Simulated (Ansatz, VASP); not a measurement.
## One calculation of AlIn2As3, two programs

```xyz
6
Lattice="4.2752 0.0000 0.0000 -2.1376 3.7025 0.0000 0.0000 0.0000 10.4419" Properties=species:S:1:pos:R:3 pbc="T T T"
Al    0.0000    0.0000   -0.0059
In    2.1376    1.2342    7.0320
In    0.0000    2.4683    3.4140
As    2.1376    1.2342    9.7249
As    0.0000    0.0000    2.4705
As    0.0000    2.4683    6.0795
```

Alike in both runs: functional PBE; k mesh 5 × 5 × 2; occupations gaussian, width 0.2 eV; no spin polarisation.

Ansatz relaxed the structure, and its values are those at the end. VASP's run is a single point on that final structure, the one shown.

|  | VASP | Ansatz |
| --- | --- | --- |
| version | VASP 6.6.1 | Ansatz 0.2.0 |
| potentials or method | VASP PAW PBE potentials, release 64 (Al, In_d, As), cutoff 500 eV | scalar-relativistic, plane waves, PAW |
| valence electrons in the cell | 44 | 74 |

VASP gave:

```
gap on the k mesh at the Fermi level (eV) : none
pressure (GPa)                            : 0.0
rms of the force components (eV/Å)        : 0.024
```

Task: Estimate Ansatz's values.

Result: gap on the k mesh at the Fermi level (eV): none; pressure (GPa): -0.1; rms of the force components (eV/Å): 0.024.

A gap of «none» marks a metal or a gap that the smearing closes. VASP's potentials hold 44 valence electrons a cell and Ansatz's 74, so a difference there can come from the potentials and not from the codes.
